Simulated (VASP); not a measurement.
Here is a VASP 6.6.1 calculation.

Contents of INCAR:

```
SYSTEM = Ba2SrN2
ALGO     = Normal         ! electronic algorithm
EDIFF    = 1E-6           ! SCF threshold, eV
ENCUT    = 520            ! plane-wave cutoff, eV
GGA      = PE             ! functional
ISIF     = 2              ! what is computed and relaxed
ISMEAR   = -1             ! smearing method
IVDW     = 13             ! dispersion correction
LASPH    = .True.         ! aspherical terms in the spheres
LCHARG   = .False.        ! write CHGCAR
LREAL    = .False.        ! projectors in reciprocal space
LWAVE    = .False.        ! write WAVECAR
NBANDS   = 28             ! bands
NELM     = 100            ! most SCF steps
PREC     = Accurate       ! precision mode
SIGMA    = 0.05           ! smearing width, eV
```

KPOINTS

```
k-points
0
Gamma
  6 6 2
  0 0 0
```

Contents of POSCAR:

```
Ba2SrN2
1.0
    3.8639412292      0.0000000000      0.0000000000
   -1.9319706146      3.3462713267      0.0000000000
    0.0000000000      0.0000000000     10.3816351091
Ba Sr N
2 1 2
Direct
    0.6666666667      0.3333333333      0.2154780000
    0.3333333333      0.6666666667      0.7845220000
    0.0000000000      0.0000000000      0.5000000000
    0.6666666667      0.3333333333      0.6607440000
    0.3333333333      0.6666666667      0.3392560000
```

Potentials or basis: VASP PAW PBE potentials, release 64 (Ba_sv, Sr_sv, N).

Launch:

```bash
$ cat potpaw_PBE.64/Ba_sv/POTCAR potpaw_PBE.64/Sr_sv/POTCAR potpaw_PBE.64/N/POTCAR > POTCAR
$ mpirun -np 1 vasp_std > vasp.out
```

(1) Estimate the band gap on the k mesh.

(2) What does it give for the pressure?

Answers

(1) zero (band 20 reaches 1.99 eV, above the bottom of band 21 at 1.66 eV).

(2) 1.3 GPa.

Caveat: spin-orbit coupling is left out, which moves the levels of the heavy elements; pairwise dispersion overbinds metals, which lowers pressure and volume.
